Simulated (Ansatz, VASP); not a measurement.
**KI in VASP and in Ansatz**

Contents of INCAR:

```
SYSTEM = KI
PREC     = Accurate       ! precision mode
ENCUT    = 520            ! plane-wave cutoff, eV
EDIFF    = 1E-6           ! SCF threshold, eV
ISMEAR   = -1             ! smearing method
SIGMA    = 0.02           ! smearing width, eV
LREAL    = .False.        ! projectors in reciprocal space
LASPH    = .True.         ! aspherical terms in the spheres
NELM     = 60             ! most SCF steps
ALGO     = Normal         ! electronic algorithm
ISIF     = 2              ! what is computed and relaxed
LWAVE    = .False.        ! write WAVECAR
LCHARG   = .False.        ! write CHGCAR
GGA      = PE             ! functional
NBANDS   = 15             ! bands
```

KPOINTS

```
regular mesh
0
Gamma
  6 6 6
  0 0 0
```

File POSCAR:

```
KI
1.0
    0.1176702036      3.6619534435      3.6619534435
    3.6619534435      0.1176702036      3.6619534435
    3.6619534435      3.6619534435      0.1176702036
K I
1 1
Direct
    0.0000000000      0.0000000000      0.0000000000
    0.5000000000      0.5000000000      0.5000000000
```

Input for Ansatz:

```yaml
crystal:
  lattice:
    - [0.1176702036, 3.6619534435, 3.6619534435]
    - [3.6619534435, 0.1176702036, 3.6619534435]
    - [3.6619534435, 3.6619534435, 0.1176702036]
  atoms:
    - { symbol: K, position: [0.0, 0.0, 0.0] }
    - { symbol: I, position: [0.5, 0.5, 0.5] }
kpoints:
  mp_grid: { grid: [6, 6, 6] }
  band_path:
    path:
      - [0.0, 0.0, 0.0]
      - [0.5, 0.0, 0.5]
      - [0.625, 0.25, 0.625]
      - [0.375, 0.375, 0.75]
      - [0.5, 0.5, 0.5]
      - [0.5, 0.25, 0.75]
    npoints: 1
hamiltonian:
  xc: pbe
scf:
  occupations: { method: fermi_dirac, width: 0.02 }
  n_extra_bands: 4
output:
  forces: true
  stress: true
  eigenvalues: true
```

Change from the starting cell: shear_111 strain +5.0%.

Alike in both runs: task single point; functional PBE; k mesh 6 × 6 × 6; occupations fermi-dirac, width 0.02 eV; no spin polarisation.

|  | VASP | Ansatz |
| --- | --- | --- |
| version | VASP 6.6.1 | Ansatz 0.2.0 |
| potentials or method | VASP PAW PBE potentials, release 64 (K_sv, I) | plane waves, PAW |
| plane-wave cutoff (eV) | 520 | 420 |
| valence electrons in the cell | 16 | 26 |

```csv
,VASP,Ansatz,Ansatz less VASP
gap on the k mesh at the Fermi level (eV),3.78,3.78,+0.004
pressure (GPa),-0.1,-0.1,-0.03
"traceless stress, the component that is largest in VASP (GPa)",-0.13,-0.13,-0.001
```

VASP's potentials hold 16 valence electrons a cell and Ansatz's 26, so a difference there can come from the potentials and not from the codes.

Neither program's run includes spin-orbit coupling.
